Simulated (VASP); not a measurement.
Write the native input for VASP 6.6.1 that does the following.

```yaml
Task: single point
Functional: r2SCAN
Potentials_or_basis: VASP PAW PBE potentials, release 64 (Na_pv, H)
Cutoff: 520 eV
k_mesh: 10 × 10 × 10
Occupations: fermi-dirac, width 0.2 eV
Spin: no spin polarisation
Dipole_correction: no
Further_INCAR_settings: ALGO = Normal; EDIFF = 1e-07; NBANDS = 11
```

Crystal: NaH.

```
Na H
1.0
     0.00000    2.46982    2.32558
     2.46982    0.00000    2.32558
     2.46982    2.46982    0.00000
Na H
1 1
Direct
  0.00000 0.00000 0.00000
  0.50000 0.50000 0.50000
```

This cell differs from its parent crystal: volume 14.186 Å^3 an atom, c/a of the conventional cell 0.9416.

These files were run (other wordings do the same):

POSCAR

```
NaH
1.0
    0.0000000000      2.4698154435      2.3255782216
    2.4698154435      0.0000000000      2.3255782216
    2.4698154435      2.4698154435      0.0000000000
Na H
1 1
Direct
    0.0000000000      0.0000000000      0.0000000000
    0.5000000000      0.5000000000      0.5000000000
```

INCAR.step1

```
SYSTEM = NaH
  PREC = Accurate
  ENCUT = 520
  ISMEAR = -1
  SIGMA = 0.2
  LREAL = .False.
  LASPH = .True.
  NELM = 80
  NBANDS = 11
  GGA = PE
  ALGO = Normal
  EDIFF = 1E-4
  LWAVE = .True.
  LCHARG = .False.
```

INCAR.step2

```
SYSTEM = NaH
  PREC = Accurate
  ENCUT = 520
  EDIFF = 1E-7
  ISMEAR = -1
  SIGMA = 0.2
  LREAL = .False.
  LASPH = .True.
  NELM = 80
  ALGO = Normal
  ISIF = 2
  LWAVE = .False.
  LCHARG = .True.
  METAGGA = R2SCAN
  LMIXTAU = .True.
  LELF = .True.
  LVHAR = .True.
  NBANDS = 11
  ISTART = 1
```

KPOINTS

```
regular mesh
0
Gamma
  10 10 10
  0 0 0
```

Potentials or basis: VASP PAW PBE potentials, release 64 (Na_pv, H).

The run is started by

```bash
$ cat potpaw_PBE.64/Na_pv/POTCAR potpaw_PBE.64/H/POTCAR > POTCAR
$ cp INCAR.step1 INCAR
$ mpirun -np 1 vasp_std > vasp.out
$ cp INCAR.step2 INCAR
$ mpirun -np 1 vasp_std > vasp.out
```

Results of the run:

```
Pressure               : -0.6 GPa
Band gap on the k mesh : 4.32 eV, indirect (least direct gap 5.20 eV)
```

Caveat: the PAW data sets were made with another functional, which shifts forces and pressure a little.

Run time: 65 s on 1 thread of Intel(R) Xeon(R) 6975P-C (Granite Rapids), with other jobs on the host, peak memory 0.17 GiB.
